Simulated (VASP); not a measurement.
Wanted: the native input for a VASP 6.6.1 run.

- Task: single point
- Functional: PBE
- Potentials or basis: VASP PAW PBE potentials, release 64 (Bi_d)
- Cutoff: 520 eV
- k mesh: 12 × 12 × 3
- Occupations: fermi-dirac, width 0.1 eV
- Spin: no spin polarisation
- Dipole correction: no
- Further INCAR settings: ALGO = Normal; EDIFF = 1e-06; NBANDS = 38

The structure of Bi lies in POSCAR:

```
Bi
1.0
    3.6608964542      0.0000000000      0.0000000000
   -1.8304482271      3.1704293300      0.0000000000
    0.0000000000      0.0000000000     12.2430529770
Bi
4
Direct
    1.0000000000      0.0000000000      0.0000000000
    0.0000000000      0.0000000000      0.5000000000
    0.3333333333      0.6666666667      0.2500000000
    0.6666666667      0.3333333333      0.7500000000
```

This cell differs from its parent crystal: volume scaled by 1.12.

One way to write it, as run:

INCAR

```
SYSTEM = Bi
  ALGO = Normal
  EDIFF = 1E-6
  ENCUT = 520
  GGA = PE
  ISIF = 2
  ISMEAR = -1
  LASPH = .TRUE.
  LCHARG = .FALSE.
  LREAL = .FALSE.
  LWAVE = .FALSE.
  NBANDS = 38
  NELM = 80
  PREC = Accurate
  SIGMA = 0.1
```

KPOINTS

```
k-points
0
G
  12 12 3
  0 0 0
```

Potentials or basis: VASP PAW PBE potentials, release 64 (Bi_d).

Command:

```sh
$ cat potpaw_PBE.64/Bi_d/POTCAR > POTCAR
$ mpirun -np 1 vasp_std > vasp.out
```

Results of the run:

```yaml
Pressure: -4.6 GPa
Band_gap_on_the_k_mesh: zero (band 30 reaches 10.00 eV, above the bottom of band 31 at 4.77 eV)
```

Caveat: spin-orbit coupling is left out, which moves the levels of the heavy elements.

Run time: 69 s on 1 thread of Intel(R) Xeon(R) 6975P-C (Granite Rapids) (shared host), peak memory 0.33 GiB.
